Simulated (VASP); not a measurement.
A run of VASP 6.6.1 is set up as follows.

The input INCAR:

```
PREC     = Accurate       # precision mode
ENCUT    = 520            # plane-wave cutoff, eV
EDIFF    = 1E-6           # SCF threshold, eV
ISMEAR   = 0              # smearing method
SIGMA    = 0.01           # smearing width, eV
LREAL    = False          # projectors in reciprocal space
LASPH    = True           # aspherical terms in the spheres
NELM     = 60             # most SCF steps
ALGO     = Normal         # electronic algorithm
ISIF     = 2              # what is computed and relaxed
LWAVE    = False          # write WAVECAR
LCHARG   = True           # write CHGCAR
GGA      = PE             # functional
LELF     = True           # ELF
LVHAR    = True         
NBANDS   = 50             # bands
```

Contents of KPOINTS:

```
Automatic mesh
0
Gamma
  12 12 4
```

File POSCAR:

```
Sn2TeS
1.0
    4.2034265221      0.0000000000      0.0000000000
   -2.1017132611      3.6402741511      0.0000000000
    0.0000000000      0.0000000000     15.0172970903
Sn Te S
4 2 2
Direct
    0.3333333333      0.6666666667      0.6234898498
    0.6666666667      0.3333333333      0.1234898498
    0.6666666667      0.3333333333      0.3549837881
    0.3333333333      0.6666666667      0.8549837881
    0.0000000000      0.0000000000      0.0056762789
    0.0000000000      0.0000000000      0.5056762789
    0.3333333333      0.6666666667      0.2658534791
    0.6666666667      0.3333333333      0.7658534791
```

Potentials or basis: VASP PAW PBE potentials, release 64 (Sn_d, Te, S).

Launch:

```bash
$ cat potpaw_PBE.64/Sn_d/POTCAR potpaw_PBE.64/Te/POTCAR potpaw_PBE.64/S/POTCAR > POTCAR
$ mpirun -np 1 vasp_std > vasp.out
```

Estimate the largest force.

0.016 eV/Å.

Estimate the pressure.

2.0 GPa.

What does it give for the band gap on the k mesh?

Zero (bands 40 and 41 overlap by 0.14 eV).

Forces on the atoms (eV/Å):
```
Sn   0.000  0.000  0.016
Sn   0.000  0.000  0.016
Sn   0.000  0.000  0.004
Sn   0.000  0.000  0.004
Te   0.000  0.000 -0.012
Te   0.000  0.000 -0.012
S    0.000  0.000 -0.008
S    0.000  0.000 -0.008
```

Caveat: semilocal functionals underestimate gaps, and a narrow one can read as zero; spin-orbit coupling is left out, which moves the levels of the heavy elements.
